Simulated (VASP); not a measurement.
Set up this calculation in VASP 6.6.1, as the native input.

- Task: single point
- Functional: LDA
- Potentials or basis: VASP PAW LDA potentials, release 64 (Zn, Se)
- Cutoff: 520 eV
- k mesh: 4 × 4 × 4
- Occupations: gaussian, width 0.01 eV
- Spin: no spin polarisation
- Dipole correction: no
- Further INCAR settings: ALGO = Normal; EDIFF = 1e-07; NBANDS = 16

The structure of ZnSe (Stilleite) lies in POSCAR:

```
ZnSe
1.0
    0.0000000000      2.8338000000      2.8338000000
    2.8338000000      0.0000000000      2.8338000000
    2.8338000000      2.8338000000      0.0000000000
Zn Se
1 1
Direct
    0.0000000000      0.0000000000      0.0000000000
    0.2500000000      0.2500000000      0.2500000000
```

These files were run (other wordings do the same):

INCAR

```
PREC = Accurate ; ENCUT = 520
EDIFF = 1E-7 ; ISMEAR = 0
SIGMA = 0.01 ; LREAL = F
LASPH = T ; NELM = 100
ALGO = Normal ; ISIF = 2
LWAVE = F ; LCHARG = F
GGA = CA ; NBANDS = 16
```

KPOINTS

```
regular mesh
0
Gamma
  4 4 4
```

Potentials or basis: VASP PAW LDA potentials, release 64 (Zn, Se).

Command:

```sh
$ cat potpaw_LDA.64/Zn/POTCAR potpaw_LDA.64/Se/POTCAR > POTCAR
$ mpirun -np 1 vasp_std > vasp.out
```

It gave:

The pressure is -2.8 GPa and the band gap on the k mesh is 1.05 eV, direct.

Caveat: the k points lie up to 0.48 Å⁻¹ apart.

Wall time 3.5 s on 1 thread of Intel(R) Xeon(R) 6975P-C (Granite Rapids), on a shared host, peak memory 0.14 GiB.
